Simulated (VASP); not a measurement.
Here is a VASP 6.6.1 calculation.

INCAR

```
SYSTEM = Ca2SnF6
ALGO = Normal ; EDIFF = 1E-6
ENCUT = 520 ; GGA = PE
ISIF = 2 ; ISMEAR = 0
LASPH = .True. ; LCHARG = .True.
LELF = .True. ; LREAL = .False.
LVHAR = .True. ; LWAVE = .False.
NBANDS = 48 ; NELM = 100
PREC = Accurate ; SIGMA = 0.02
```

File KPOINTS:

```
k-points
0
Gamma
  6 6 6
  0 0 0
```

Contents of POSCAR:

```
Ca2SnF6
1.0
    0.0000000000      4.1348313059      4.1348313059
    4.1348313059      0.0000000000      4.1348313059
    4.1348313059      4.1348313059      0.0000000000
Ca Sn F
2 1 6
Direct
    0.2500000000      0.2500000000      0.2500000000
    0.7500000000      0.7500000000      0.7500000000
    0.0000000000      0.0000000000      0.0000000000
    0.7326817418      0.2673182582      0.2673182582
    0.2673182582      0.7326817418      0.7326817418
    0.2673182582      0.7326817418      0.2673182582
    0.7326817418      0.2673182582      0.7326817418
    0.2673182582      0.2673182582      0.7326817418
    0.7326817418      0.7326817418      0.2673182582
```

Potentials or basis: VASP PAW PBE potentials, release 64 (Ca_sv, Sn_d, F).

Command:

```sh
$ cat potpaw_PBE.64/Ca_sv/POTCAR potpaw_PBE.64/Sn_d/POTCAR potpaw_PBE.64/F/POTCAR > POTCAR
$ mpirun -np 1 vasp_std > vasp.out
```

Task: What does it give for the pressure?

Result: 0.0 GPa.

Task: What does it give for the largest force?

Result: 0.027 eV/Å.

Task: Estimate the band gap on the k mesh.

Result: 1.41 eV, indirect (least direct gap 1.80 eV).

Forces on the atoms (eV/Å):
```
Ca   0.000  0.000  0.000
Ca   0.000  0.000  0.000
Sn   0.000  0.000  0.000
F    0.027  0.000  0.000
F   -0.027  0.000  0.000
F    0.000  0.027  0.000
F    0.000 -0.027  0.000
F    0.000  0.000  0.027
F    0.000  0.000 -0.027
```

Caveat: spin-orbit coupling is left out, which moves the levels of the heavy elements. PBE gaps usually lie below the measured ones, often by a third to a half.
